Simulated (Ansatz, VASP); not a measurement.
Au in VASP and in Ansatz

```
CELL_PARAMETERS angstrom
2.77744 0.00000 0.00000
-0.01278 2.78206 0.00000
-1.12251 -1.16939 4.85747
ATOMIC_POSITIONS crystal
Au 0.67286 0.66596 0.27405
Au 0.32714 0.33404 0.72594
```

Change from the starting cell: volume scaled by 0.96.

Alike in both runs: task single point; functional PBEsol; k mesh 10 × 10 × 6; occupations fermi-dirac, width 0.05 eV; no spin polarisation.

|  | VASP | Ansatz |
| --- | --- | --- |
| version | VASP 6.6.1 | Ansatz 0.2.0 |
| potentials or method | VASP PAW PBE potentials, release 64 (Au), cutoff 520 eV | all-electron LAPW, scalar-relativistic |

```tsv
	VASP	Ansatz	Ansatz less VASP
gap on the k mesh at the Fermi level (eV)	none	none	-
pressure (GPa)	-3.3	-3.2	+0.12
traceless stress, the component that is largest in VASP (GPa)	1.61	1.62	+0.015
rms of the force components (eV/Å)	0.052	0.052	-0.0006
```

VASP's potentials were made for PBE, not for PBEsol. Atom by atom the forces differ by 0.002 eV/Å (rms over components). A gap of «none» marks a metal or a gap that the smearing closes. Ansatz ran all-electron here, and VASP with PAW potentials.

Spin-orbit coupling is off throughout.
